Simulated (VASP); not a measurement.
A run of VASP 6.6.1 is set up as follows.

POSCAR

```
SiO2
1.0
    4.9824949811      0.0000000000      0.0000000000
    0.0000000000      4.9824949811      0.0000000000
    0.0000000000      0.0000000000      6.9214600422
Si O
4 8
Direct
    0.3020750579      0.3020750579      0.0000000000
    0.1979249421      0.8020750579      0.2500000000
    0.6979249421      0.6979249421      0.5000000000
    0.8020750579      0.1979249421      0.7500000000
    0.2383189975      0.1085112561      0.1810728019
    0.3914887439      0.7383189975      0.4310728019
    0.7616810025      0.8914887439      0.6810728019
    0.6085112561      0.2616810025      0.9310728019
    0.7383189975      0.3914887439      0.5689271981
    0.8914887439      0.7616810025      0.3189271981
    0.2616810025      0.6085112561      0.0689271981
    0.1085112561      0.2383189975      0.8189271981
```

INCAR.step1

```
  ALGO = Normal
  EDIFF = 1E-4
  ENCUT = 520
  GGA = PE
  ISMEAR = 0
  LASPH = T
  LCHARG = F
  LREAL = F
  LWAVE = T
  NBANDS = 44
  NELM = 60
  PREC = Accurate
  SIGMA = 0.01
```

INCAR.step2

```
  ALGO = Normal
  EDIFF = 1E-6
  ENCUT = 520
  ISIF = 2
  ISMEAR = 0
  ISTART = 1
  LASPH = T
  LCHARG = T
  LELF = T
  LMIXTAU = T
  LREAL = F
  LVHAR = T
  LWAVE = F
  METAGGA = R2SCAN
  NBANDS = 44
  NELM = 60
  PREC = Accurate
  SIGMA = 0.01
```

File KPOINTS:

```
k-points
0
Gamma
  5 5 4
```

Potentials or basis: VASP PAW PBE potentials, release 64 (Si, O).

The run is started by

```console
$ cat potpaw_PBE.64/Si/POTCAR potpaw_PBE.64/O/POTCAR > POTCAR
$ cp INCAR.step1 INCAR
$ mpirun -np 1 vasp_std > vasp.out
$ cp INCAR.step2 INCAR
$ mpirun -np 1 vasp_std > vasp.out
```

(1) What does it give for the pressure?

(2) Estimate the band gap on the k mesh.

(3) What does it give for the largest force?

Answers

(1) 0.2 GPa.

(2) 6.34 eV.

(3) 0.028 eV/Å.

Caveat: the PAW data sets were made with another functional, which shifts forces and pressure a little; an odd mesh through Γ misses points on the zone boundary, where band edges can lie.
